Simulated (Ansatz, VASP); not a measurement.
# One calculation of Sn, two programs

```
Sn
1.0
     0.00000    3.27078    3.53244
     3.27078    0.00000    3.53244
     3.27078    3.27078    0.00000
Sn
2
Cartesian
  3.2708 3.2708 3.5324
  4.9062 4.9062 5.2987
```

Change from the starting cell: strain +0.000 along x and y, +0.080 along z, atoms carried along.

Alike in both runs: task single point; functional PBEsol; k mesh 16 × 16 × 16; occupations gaussian, width 0.15 eV; no spin polarisation.

|  | VASP | Ansatz |
| --- | --- | --- |
| version | VASP 6.6.1 | Ansatz 0.2.0 |
| potentials or method | VASP PAW PBE potentials, release 64 (Sn_d), cutoff 520 eV | scalar-relativistic, plane waves, PAW |
| valence electrons in the cell | 28 | 28 |

|  | VASP | Ansatz | Ansatz less VASP |
| --- | --- | --- | --- |
| gap on the k mesh at the Fermi level (eV) | none | none | - |
| pressure (GPa) | -2.8 | -2.7 | +0.09 |
| traceless stress, the component that is largest in VASP (GPa) | -1.65 | -1.65 | 0.000 |

VASP's potentials were made for PBE, not for PBEsol. A gap of «none» marks a metal or a gap that the smearing closes.
